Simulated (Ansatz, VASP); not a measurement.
# Ta: VASP beside Ansatz

INCAR

```
SYSTEM = Ta
  PREC = Accurate
  ENCUT = 500
  EDIFF = 1E-6
  ISMEAR = -1
  SIGMA = 0.1
  LREAL = .FALSE.
  LASPH = .TRUE.
  NELM = 120
  ALGO = Normal
  ISIF = 2
  LWAVE = .FALSE.
  LCHARG = .FALSE.
  GGA = PE
  NBANDS = 12
  GGA_COMPAT = .FALSE.
```

File KPOINTS:

```
Automatic mesh
0
G
  8 8 8
  0 0 0
```

Contents of POSCAR:

```
Ta
1.0
   -1.6798404378      1.6383815691      1.6781977090
    1.6530559452     -1.6454432995      1.6584749468
    1.6937535493      1.6593564111     -1.6852594394
Ta
1
Direct
    0.0000000000      0.0000000000      0.0000000000
```

Input for Ansatz:

```yaml
crystal:
  lattice:
    - [-1.6798404377583354, 1.6383815690789174, 1.6781977089679454]
    - [1.6530559451638045, -1.6454432995498016, 1.6584749468442987]
    - [1.693753549281822, 1.6593564110732886, -1.6852594394388294]
  atoms:
    - { symbol: Ta, position: [0.0, 0.0, 0.0] }
basis:
  ecutwfc: 540.0
  xc_grid: 2
kpoints:
  mp_grid:
    grid: [8, 8, 8]
hamiltonian:
  xc: pbe
scf:
  convergence:
    dr2_threshold: 1.0e-09
  occupations:
    method: fermi_dirac
output:
  forces: true
  stress: true
```

Alike in both runs: task single point; functional PBE; k mesh 8 × 8 × 8; no spin polarisation.

|  | VASP | Ansatz |
| --- | --- | --- |
| version | VASP 6.6.1 | Ansatz 0.2.0 |
| potentials or method | VASP PAW PBE potentials, release 64 (Ta_pv), cutoff 500 eV | plane waves, PAW |
| occupations | fermi-dirac, width 0.1 eV | fermi-dirac |
| valence electrons in the cell | 11 | 13 |

|  | VASP | Ansatz | Ansatz less VASP |
| --- | --- | --- | --- |
| pressure (GPa) | -2.5 | -2.6 | -0.07 |
| traceless stress, the component that is largest in VASP (GPa) | 1.25 | 1.25 | -0.005 |

VASP's potentials hold 11 valence electrons a cell and Ansatz's 13, so a difference there can come from the potentials and not from the codes. Ansatz's warnings: stress scf threshold loose.

Spin-orbit coupling is off throughout.
